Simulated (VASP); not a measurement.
Runs of VASP 6.6.1 on S. The structure is that of space group Im-3m (No. 229), or close to it. The cells are those of the table. 

```csv
task,cell,cutoff (eV),gap on the mesh (eV),pressure (GPa)
single point,"a = 2.617 Å, angles 70.5, 109.5, 70.5°, 1 atom",520,none,9.7
single point,"a = 2.652 Å, angles 70.5, 109.5, 70.5°, 1 atom",520,none,4.8
single point,"a = 2.696 Å, angles 70.5, 109.5, 70.5°, 1 atom",520,none,(a)
relaxation of cell and atoms,"relaxed from a = 2.884 Å, angles 70.5, 109.5, 70.5°, 1 atom",600,none,0.0
relaxation of cell and atoms,"relaxed to 10 GPa from a = 2.884 Å, angles 70.5, 109.5, 70.5°, 1 atom",600,none,10.0
relaxation of cell and atoms,"relaxed to 5 GPa from a = 2.884 Å, angles 70.5, 109.5, 70.5°, 1 atom",600,none,5.1
single point,"a = 2.559 Å, angles 70.5, 109.5, 70.5°, 1 atom",520,none,19.7
relaxation of cell and atoms,"relaxed to 20 GPa from a = 2.884 Å, angles 70.5, 109.5, 70.5°, 1 atom",600,none,19.7
```

Alike in all rows: level PBE+D4; potentials or basis VASP PAW PBE potentials, release 64 (S); no spin polarisation; k mesh 18 × 18 × 18; smearing fermi-dirac 0.05 eV.

**Question.** Estimate the missing entries.

**Answer.** (a) -0.2.

Caveats: pairwise dispersion overbinds metals, which lowers pressure and volume; the cell is relaxed towards a set pressure, so the enthalpy falls and the energy may rise (some runs).

A gap of «none» marks levels without a gap at the run's occupations.
